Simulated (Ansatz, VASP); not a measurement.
## One calculation of Al3GaN4, two programs

```
Al Ga N
1.0
     4.41577    0.00000    0.00000
     0.00000    4.41577    0.00000
     0.00000    0.00000    4.15569
Al Ga N
3 1 4
Direct
  0.50000 0.50000 0.00000
  0.50000 0.00000 0.50000
  0.00000 0.50000 0.50000
  0.00000 0.00000 0.00000
  0.74471 0.74471 0.25529
  0.74471 0.25529 0.74471
  0.25529 0.74471 0.74471
  0.25529 0.25529 0.25529
```

Alike in both runs: task single point; functional PBEsol; k mesh 6 × 6 × 6; occupations gaussian, width 0.05 eV; no spin polarisation.

|  | VASP | Ansatz |
| --- | --- | --- |
| version | VASP 6.6.1 | Ansatz 0.2.0 |
| potentials or method | VASP PAW PBE potentials, release 64 (Al, Ga_d, N), cutoff 520 eV | scalar-relativistic, plane waves, PAW |
| valence electrons in the cell | 42 | 42 |

Ansatz gave:

```
gap on the k mesh at the Fermi level (eV)                     : 3.02
least direct gap on the mesh (eV)                             : 3.02
pressure (GPa)                                                : 11.7
traceless stress, the component that is largest in VASP (GPa) : 3.95
rms of the force components (eV/Å)                            : 0.032
```

Estimate VASP's values.

gap on the k mesh at the Fermi level (eV): 3.01; least direct gap on the mesh (eV): 3.01; pressure (GPa): 11.7; traceless stress, the component that is largest in VASP (GPa): 3.96; rms of the force components (eV/Å): 0.032.

VASP's potentials were made for PBE, not for PBEsol. Atom by atom the forces differ by 0.006 eV/Å (rms over components). With one functional, cell and mesh, what is left measures potentials, basis and numerics.
